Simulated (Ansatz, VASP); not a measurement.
## One calculation of Al, two programs

INCAR

```
SYSTEM = Al
PREC     = Accurate       ! precision mode
ENCUT    = 520            ! plane-wave cutoff, eV
EDIFF    = 1E-6           ! SCF threshold, eV
ISMEAR   = 0              ! smearing method
SIGMA    = 0.15           ! smearing width, eV
LREAL    = .FALSE.        ! projectors in reciprocal space
LASPH    = .TRUE.         ! aspherical terms in the spheres
NELM     = 100            ! most SCF steps
ALGO     = Fast           ! electronic algorithm
ISIF     = 2              ! what is computed and relaxed
LWAVE    = .FALSE.        ! write WAVECAR
LCHARG   = .FALSE.        ! write CHGCAR
GGA      = PE             ! functional
IVDW     = 12             ! dispersion correction
NBANDS   = 14             ! bands
```

Contents of KPOINTS:

```
regular mesh
0
G
  18 18 4
  0 0 0
```

The input POSCAR:

```
Al
1.0
    2.7018453743      0.0000000000      0.0000000000
   -1.3509226872      2.3398667312      0.0000000000
    0.0000000000      0.0000000000      9.2410470711
Al
4
Direct
   -0.1294048887      0.0000000000      0.0000000000
    0.3333333333      0.6666666667      0.2500000000
    0.1294048887      0.0000000000      0.5000000000
    0.6666666667      0.3333333333      0.7500000000
```

Input for Ansatz:

```yaml
crystal:
  lattice:
    - [2.7018453743, 0.0, 0.0]
    - [-1.3509226872, 2.3398667312, 0.0]
    - [0.0, 0.0, 9.2410470711]
  atoms:
    - { symbol: Al, position: [-0.1294048887, 0.0, 0.0] }
    - { symbol: Al, position: [0.3333333333, 0.6666666667, 0.25] }
    - { symbol: Al, position: [0.1294048887, 0.0, 0.5] }
    - { symbol: Al, position: [0.6666666667, 0.3333333333, 0.75] }
basis:
  ecutwfc: 420
kpoints:
  mp_grid: { grid: [18, 18, 4] }
hamiltonian:
  xc: pbe
  pseudopotentials: { kind: paw, azcp: { folder: soft_1 } }
  dispersion: d3bj
scf:
  occupations: { method: gaussian, width: 0.15 }
output:
  forces: true
  stress: true
  eigenvalues: true
```

Change from the starting cell: mode 4 frozen in at -0.364 Å, equal normal strain along x and y -0.0400.

Alike in both runs: task single point; functional PBE; dispersion D3(BJ); k mesh 18 × 18 × 4; occupations gaussian, width 0.15 eV; no spin polarisation.

|  | VASP | Ansatz |
| --- | --- | --- |
| version | VASP 6.6.1 | Ansatz 0.2.0 |
| potentials or method | VASP PAW PBE potentials, release 64 (Al), cutoff 520 eV | scalar-relativistic, plane waves, PAW |
| valence electrons in the cell | 12 | 12 |

```csv
,VASP,Ansatz,Ansatz less VASP
gap on the k mesh at the Fermi level (eV),none,none,-
pressure (GPa),9.9,9.9,-0.01
"traceless stress, the component that is largest in VASP (GPa)",-1.73,-1.73,0.000
rms of the force components (eV/Å),0.164,0.164,+0.0003
```

Atom by atom the forces differ by 0.000 eV/Å (rms over components). A gap of «none» marks a metal or a gap that the smearing closes.
